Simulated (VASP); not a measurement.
# CsPbCl3 (Pm-3m) in VASP: further runs

CsPbCl3 is run at these levels: PBE, PBEsol; tasks: single point.

All numbers are computed with VASP 6.6.1; they aren't measurements. Logs are shortened: lines on timing, memory, paths and dates and some standing lists are left out, and cuts for length are marked.

## 1. The cell of the first run

It takes space group Pm-3m (No. 221, cubic). The conventional cell has a = 5.733 Å, b = 5.733 Å, c = 5.733 Å, α = 90.00°, β = 90.00°, γ = 90.00°. Cs (site symmetry m-3m) has 12 Cl at 4.05 Å and 8 Pb at 4.96 Å within 5.3 Å. Within 3.8 Å of Pb (site symmetry m-3m) lie 6 Cl at 2.87 Å. Within 3.8 Å of Cl (site symmetry 4/mmm) lie 2 Pb at 2.87 Å.

## 2. Single point, PBE, non-collinear spin, zero start, spin-orbit coupling

Input file INCAR:

```
SYSTEM = CsPbCl3
  PREC = Accurate
  ENCUT = 520
  EDIFF = 1E-6
  ISMEAR = 0
  SIGMA = 0.05
  LREAL = .False.
  LASPH = .True.
  NELM = 150
  ALGO = Normal
  ISIF = 2
  LWAVE = .False.
  LCHARG = .False.
  MAGMOM = 0 0 0 0 0 0 0 0 0 0 0 0 0 0 0
  LORBIT = 11
  LSORBIT = .True.
  GGA_COMPAT = .False.
  LORBMOM = .True.
  GGA = PE
  NBANDS = 59
```

Input file KPOINTS:

```
Automatic mesh
0
Gamma
  4 4 4
  0.5 0.5 0.5
```

Input file POSCAR:

```
CsPbCl3
1.0
    5.7329349710      0.0000000000      0.0000000000
    0.0000000000      5.7329349710      0.0000000000
    0.0000000000      0.0000000000      5.7329349710
Cs Pb Cl
1 1 3
Direct
    0.0000000000      0.0000000000      0.0000000000
    0.5000000000      0.5000000000      0.5000000000
    0.0000000000      0.5000000000      0.5000000000
    0.5000000000      0.5000000000      0.0000000000
    0.5000000000      0.0000000000      0.5000000000
```

Potentials or basis: VASP PAW PBE potentials, release 64 (Cs_sv, Pb_d, Cl).

Run with:

```console
$ cat potpaw_PBE.64/Cs_sv/POTCAR potpaw_PBE.64/Pb_d/POTCAR potpaw_PBE.64/Cl/POTCAR > POTCAR
$ mpirun -np 1 vasp_ncl > vasp.out
```

OUTCAR:

```text
SYSTEM = CsPbCl3
   PREC = Accurate
   ENCUT = 520
   EDIFF = 1E-6
   ISMEAR = 0
   LREAL = .False.
   LASPH = .True.
   NELM = 150
   ISIF = 2
   LORBIT = 11
   LSORBIT = .True.
   GGA = PE

 ion  position               nearest neighbor table
   1  0.000  0.000  0.000-
   2  0.500  0.500  0.500-   3 2.87   4 2.87   5 2.87   4 2.87   5 2.87   3 2.87
   3  0.000  0.500  0.500-   2 2.87   2 2.87
   4  0.500  0.500  0.000-   2 2.87   2 2.87
   5  0.500  0.000  0.500-   2 2.87   2 2.87

  LATTYP: Found a simple cubic cell.
 ALAT       =     5.7329349710

  Lattice vectors:

 A1 = (   5.7329349710,   0.0000000000,   0.0000000000)
 A2 = (   0.0000000000,   5.7329349710,   0.0000000000)
 A3 = (   0.0000000000,   0.0000000000,   5.7329349710)

Analysis of symmetry for initial positions (statically):
=====================================================================
 Subroutine PRICEL returns:
 Original cell was already a primitive cell.

 Routine SETGRP: Setting up the symmetry group for a
 simple cubic supercell.

 Subroutine GETGRP returns: Found 48 space group operations
 (whereof 48 operations were pure point group operations)
 out of a pool of 48 trial point group operations.

The static configuration has the point symmetry O_h .

Analysis of symmetry for dynamics (positions and initial velocities):
=====================================================================
 Subroutine PRICEL returns:
 Original cell was already a primitive cell.

 Routine SETGRP: Setting up the symmetry group for a
 simple cubic supercell.

 Subroutine GETGRP returns: Found 48 space group operations
 (whereof 48 operations were pure point group operations)
 out of a pool of 48 trial point group operations.

The dynamic configuration has the point symmetry O_h .

Analysis of structural, dynamic, and magnetic symmetry:
=====================================================================
 Subroutine PRICEL returns:
 Original cell was already a primitive cell.

 Routine SETGRP: Setting up the symmetry group for a
 simple cubic supercell.

 Subroutine GETGRP returns: Found 48 space group operations
 (whereof 48 operations were pure point group operations)
 out of a pool of 48 trial point group operations.

The overall configuration has the point symmetry O_h .

 Subroutine INISYM returns: Found 48 space group operations
 (whereof 48 operations are pure point group operations),
 and found     1 'primitive' translations

----------------------------------------------------------------------------------------

                                     Primitive cell
[... 403 lines left out ...]
  free  energy   TOTEN  =       -18.0840420456 eV

  energy  without entropy=      -18.0840420456  energy(sigma->0) =      -18.08404205

 orbital moment (x)

 # of ion     p       d       tot
 ----------------------------------------
  1        -0.000  -0.000  -0.000
  2        -0.000  -0.000  -0.000
  3         0.000   0.000   0.000
  4         0.000   0.000   0.000
  5        -0.000   0.000  -0.000
 ----------------------------------------
            0.000  -0.000   0.000

 orbital moment (y)

 # of ion     p       d       tot
 ----------------------------------------
  1        -0.000   0.000  -0.000
  2         0.000  -0.000  -0.000
  3        -0.000   0.000  -0.000
  4         0.000   0.000   0.000
  5         0.000   0.000   0.000
 ----------------------------------------
            0.000  -0.000   0.000

 orbital moment (z)

 # of ion     p       d       tot
 ----------------------------------------
  1         0.000   0.000   0.000
  2         0.000   0.000   0.000
  3         0.000   0.000   0.000
  4         0.000   0.000   0.000
  5         0.000   0.000   0.000
 ----------------------------------------
            0.000   0.000   0.000

 Spin-Orbit-Coupling matrix elements

 Ion:    1  E_soc:     -0.3224926
 l=   1
     0.0000000    -0.0537415    -0.0537415
    -0.0537415     0.0000000    -0.0537415
    -0.0537415    -0.0537415     0.0000000
 l=   2
     0.0000000    -0.0000014     0.0000000    -0.0000014    -0.0000059
    -0.0000014     0.0000000    -0.0000044    -0.0000014    -0.0000015
     0.0000000    -0.0000044     0.0000000    -0.0000044     0.0000000
    -0.0000014    -0.0000014    -0.0000044     0.0000000    -0.0000015
    -0.0000059    -0.0000015     0.0000000    -0.0000015     0.0000000
 l=   3
     0.0000000     0.0000000     0.0000000     0.0000000     0.0000000     0.0000000     0.0000000
     0.0000000     0.0000000     0.0000000     0.0000000     0.0000000     0.0000000     0.0000000
     0.0000000     0.0000000     0.0000000     0.0000000     0.0000000     0.0000000     0.0000000
     0.0000000     0.0000000     0.0000000     0.0000000     0.0000000     0.0000000     0.0000000
[... 69 lines left out ...]
 l=   2
     0.0000000     0.0000000     0.0000000     0.0000000     0.0000000
     0.0000000     0.0000000     0.0000000     0.0000000     0.0000000
     0.0000000     0.0000000     0.0000000     0.0000000     0.0000000
     0.0000000     0.0000000     0.0000000     0.0000000     0.0000000
     0.0000000     0.0000000     0.0000000     0.0000000     0.0000000
 l=   3
     0.0000000     0.0000000     0.0000000     0.0000000     0.0000000     0.0000000     0.0000000
     0.0000000     0.0000000     0.0000000     0.0000000     0.0000000     0.0000000     0.0000000
     0.0000000     0.0000000     0.0000000     0.0000000     0.0000000     0.0000000     0.0000000
     0.0000000     0.0000000     0.0000000     0.0000000     0.0000000     0.0000000     0.0000000
     0.0000000     0.0000000     0.0000000     0.0000000     0.0000000     0.0000000     0.0000000
     0.0000000     0.0000000     0.0000000     0.0000000     0.0000000     0.0000000     0.0000000
     0.0000000     0.0000000     0.0000000     0.0000000     0.0000000     0.0000000     0.0000000

 total charge

# of ion       s       p       d       tot
------------------------------------------
    1        1.830   4.712   0.009   6.551
    2        1.508   0.427   9.855  11.789
    3        1.600   3.517   0.000   5.117
    4        1.600   3.517   0.000   5.117
    5        1.600   3.517   0.000   5.117
--------------------------------------------------
tot          8.137  15.691   9.864  33.692

 magnetization (x)

# of ion       s       p       d       tot
------------------------------------------
    1       -0.000  -0.000   0.000  -0.000
    2        0.000  -0.000   0.000  -0.000
    3       -0.000   0.000   0.000   0.000
    4       -0.000  -0.000   0.000  -0.000
    5        0.000  -0.000   0.000  -0.000
--------------------------------------------------
tot         -0.000  -0.000   0.000  -0.000

 magnetization (y)

# of ion       s       p       d       tot
------------------------------------------
    1       -0.000  -0.000   0.000  -0.000
    2        0.000  -0.000   0.000  -0.000
    3        0.000  -0.000   0.000  -0.000
    4        0.000  -0.000   0.000  -0.000
    5        0.000  -0.000   0.000  -0.000
--------------------------------------------------
tot          0.000  -0.000   0.000  -0.000

 magnetization (z)

# of ion       s       p       d       tot
------------------------------------------
    1       -0.000  -0.000  -0.000  -0.000
    2        0.000  -0.000  -0.000  -0.000
    3        0.000  -0.000   0.000  -0.000
    4        0.000   0.000   0.000   0.000
    5       -0.000   0.000   0.000   0.000
--------------------------------------------------
tot         -0.000  -0.000  -0.000  -0.000
```

OSZICAR:

```text
N       E                     dE             d eps       ncg     rms          rms(c)
DAV:   1     0.423581867445E+03    0.42358E+03   -0.18837E+04   472   0.134E+03
DAV:   2     0.462685872920E+02   -0.37731E+03   -0.35679E+03   572   0.321E+02
DAV:   3    -0.160622829849E+02   -0.62331E+02   -0.61730E+02   616   0.151E+02
DAV:   4    -0.188618318916E+02   -0.27995E+01   -0.27885E+01   592   0.410E+01
DAV:   5    -0.190023573002E+02   -0.14053E+00   -0.14044E+00   672   0.777E+00    0.492E+00
DAV:   6    -0.181090970951E+02    0.89326E+00   -0.16447E+00   720   0.109E+01    0.326E+00
DAV:   7    -0.180684594747E+02    0.40638E-01   -0.56172E-01   720   0.540E+00    0.186E+00
DAV:   8    -0.180820247907E+02   -0.13565E-01   -0.71872E-02   696   0.229E+00    0.680E-01
DAV:   9    -0.180832599196E+02   -0.12351E-02   -0.37961E-03   688   0.489E-01    0.201E-01
DAV:  10    -0.180837401900E+02   -0.48027E-03   -0.50942E-03   712   0.535E-01    0.106E-01
DAV:  11    -0.180840198212E+02   -0.27963E-03   -0.10883E-03   656   0.276E-01    0.224E-02
DAV:  12    -0.180840394041E+02   -0.19583E-04   -0.92931E-05   680   0.662E-02    0.109E-02
DAV:  13    -0.180840419374E+02   -0.25333E-05   -0.82414E-06   632   0.294E-02    0.450E-03
DAV:  14    -0.180840420456E+02   -0.10819E-06   -0.14789E-06   504   0.825E-03
   1 F= -.18084042E+02 E0= -.18084042E+02  d E =-.708451E-11  mag=     0.0000     0.0000     0.0000
```

Run time: 2.2 min. Hardware: 1 thread of Intel Xeon Platinum 8488C (Sapphire Rapids), shared host; peak memory 0.76 GiB.

What came out:

```
Free energy                                           : -18.0840 eV
Pressure                                              : -0.2 GPa
Net moment                                            : 0.00 μB per cell
Valence electrons inside the program's atomic spheres : Cs 6.55; Pb 11.79; Cl 5.12
```

Moments on the atoms (μB; x, y, z):
```
Cs  0.00 0.00 0.00
Pb  0.00 0.00 0.00
Cl  0.00 0.00 0.00
Cl  0.00 0.00 0.00
Cl  0.00 0.00 0.00
```

## 3. Single point, PBEsol, non-collinear spin, zero start, spin-orbit coupling

Input file INCAR:

```
ALGO = Normal
EDIFF = 1E-6
ENCUT = 520
GGA = PS
GGA_COMPAT = False
ISIF = 2
ISMEAR = -5
LASPH = True
LCHARG = False
LORBIT = 11
LORBMOM = True
LREAL = False
LSORBIT = True
LWAVE = False
MAGMOM = 0 0 0 0 0 0 0 0 0 0 0 0 0 0 0
NBANDS = 59
NELM = 150
PREC = Accurate
SIGMA = 0.1
```

Input file KPOINTS:

```
k-points
0
Gamma
  4 4 4
```

POSCAR is that of step 2.

Potentials or basis: VASP PAW PBE potentials, release 64 (Cs_sv, Pb_d, Cl).

Run with:

```console
$ cat potpaw_PBE.64/Cs_sv/POTCAR potpaw_PBE.64/Pb_d/POTCAR potpaw_PBE.64/Cl/POTCAR > POTCAR
$ mpirun -np 1 vasp_ncl > vasp.out
```

Run time: 4.4 min. Hardware: 1 thread of Intel Xeon Platinum 8488C (Sapphire Rapids), shared host; peak memory 0.82 GiB.

The run converged. Its results:

```
Free energy                                           : -18.8191 eV
Pressure                                              : -1.3 GPa
Net moment                                            : 0.00 μB per cell
Valence electrons inside the program's atomic spheres : Cs 6.55; Pb 11.78; Cl 5.08
```

Moments on the atoms (μB; x, y, z):
```
Cs  0.00 0.00 0.00
Pb  0.00 0.00 0.00
Cl  0.00 0.00 0.00
Cl  0.00 0.00 0.00
Cl  0.00 0.00 0.00
```

Caveat: the PAW data sets were made with another functional, which shifts forces and pressure a little.
